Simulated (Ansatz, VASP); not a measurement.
CsZn4Mo: VASP beside Ansatz

INCAR

```
SYSTEM = CsZn4Mo
  ALGO = Normal
  EDIFF = 1E-6
  ENCUT = 520
  GGA = PE
  ISIF = 2
  ISMEAR = 0
  ISPIN = 2
  LASPH = .TRUE.
  LCHARG = .TRUE.
  LELF = .TRUE.
  LMAXMIX = 4
  LORBIT = 11
  LREAL = .FALSE.
  LVHAR = .TRUE.
  LWAVE = .FALSE.
  MAGMOM = 0 0 0 0 0 1
  NBANDS = 48
  NELM = 150
  PREC = Accurate
  SIGMA = 0.1
```

KPOINTS

```
k-points
0
G
  3 3 4
  0 0 0
```

Contents of POSCAR:

```
CsZn4Mo
1.0
    5.8093579400      0.0000000000      0.0000000000
   -2.9046789700      5.0310515600      0.0000000000
    0.0000000000      0.0000000000      4.3320099100
Cs Zn Mo
1 4 1
Direct
    0.0000000000      0.0000000000      0.0000000000
    0.6666666700      0.3333333300      0.0000000000
    0.9935383200      0.4967691600      0.5000000000
    0.5032308400      0.4967691600      0.5000000000
    0.5032308400      0.0064616800      0.5000000000
    0.3333333300      0.6666666700      0.0000000000
```

Input for Ansatz:

```yaml
crystal:
  lattice:
    - [5.80935794, 0.0, 0.0]
    - [-2.90467897, 5.03105156, 0.0]
    - [0.0, 0.0, 4.33200991]
  atoms:
    - { symbol: Cs, position: [0.0, 0.0, 0.0] }
    - { symbol: Zn, position: [0.66666667, 0.33333333, 0.0] }
    - { symbol: Zn, position: [0.99353832, 0.49676916, 0.5] }
    - { symbol: Zn, position: [0.50323084, 0.49676916, 0.5] }
    - { symbol: Zn, position: [0.50323084, 0.00646168, 0.5] }
    - { symbol: Mo, position: [0.33333333, 0.66666667, 0.0], spin: 1.0 }
basis:
  ecutwfc: 420
kpoints:
  mp_grid: { grid: [3, 3, 4] }
hamiltonian:
  xc: pbe
scf:
  occupations: { method: gaussian, width: 0.1 }
  lower_state_search: "off"
output:
  forces: true
  stress: true
  eigenvalues: true
  populations: true
magnetization:
  spin_polarized: true
```

Change from the starting cell: species swapped into the LaGaNi4 type (P-6m2, No. 187).

Alike in both runs: task single point; functional PBE; k mesh 3 × 3 × 4; occupations gaussian, width 0.1 eV; collinear spin.

|  | VASP | Ansatz |
| --- | --- | --- |
| version | VASP 6.6.1 | Ansatz 0.2.0 |
| potentials or method | VASP PAW PBE potentials, release 64 (Cs_sv, Zn, Mo_sv), cutoff 520 eV | scalar-relativistic, plane waves, PAW |
| valence electrons in the cell | 71 | 71 |

```csv
,VASP,Ansatz,Ansatz less VASP
gap on the k mesh at the Fermi level (eV),none,none,-
pressure (GPa),-1.1,-1.4,-0.26
"traceless stress, the component that is largest in VASP (GPa)",-3.84,-3.83,+0.011
rms of the force components (eV/Å),0.154,0.154,-0.0003
net moment per atom (μB),0.17,0.17,0.000
size of the moment on the site where the two differ most (μB),1.06,0.96,-0.102
```

Site moments also hang on the region over which each program counts them. Atom by atom the forces differ by 0.000 eV/Å (rms over components). A gap of «none» marks a metal or a gap that the smearing closes.

The k mesh is coarse, so the values compare programs but aren't converged. Neither program's run includes spin-orbit coupling.
